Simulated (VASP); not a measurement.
A run of VASP 6.6.1:

The input INCAR:

```
SYSTEM = Re
PREC = Accurate ; ENCUT = 520
EDIFF = 1E-7 ; ISMEAR = -1
SIGMA = 0.1 ; LREAL = .FALSE.
LASPH = .TRUE. ; NELM = 100
ALGO = Normal ; ISIF = 2
LWAVE = .FALSE. ; LCHARG = .TRUE.
LELF = .TRUE. ; LVHAR = .TRUE.
NBANDS = 10
```

Contents of KPOINTS:

```
Automatic mesh
0
G
  14 14 14
  0 0 0
```

File POSCAR:

```
Re
1.0
    2.6372623400      0.0000000000      0.0000000000
    0.0000000000      2.6372623400      0.0000000000
    0.0000000000      0.0000000000      2.6372623400
Re
1
Direct
    0.0000000000      0.0000000000      0.0000000000
```

Potentials or basis: VASP PAW LDA potentials, release 64 (Re).

The run is started by

```bash
$ cat potpaw_LDA.64/Re/POTCAR > POTCAR
$ mpirun -np 1 vasp_std > vasp.out
```

Hardware: 1 thread of Intel Xeon 8259CL (shared host).

Q: How long does it take, and how much memory?

A: Wall time 22 s on 1 thread of Intel Xeon 8259CL, with other jobs on the host, peak memory 0.13 GiB. Counts: scf iterations 11, k points 120.
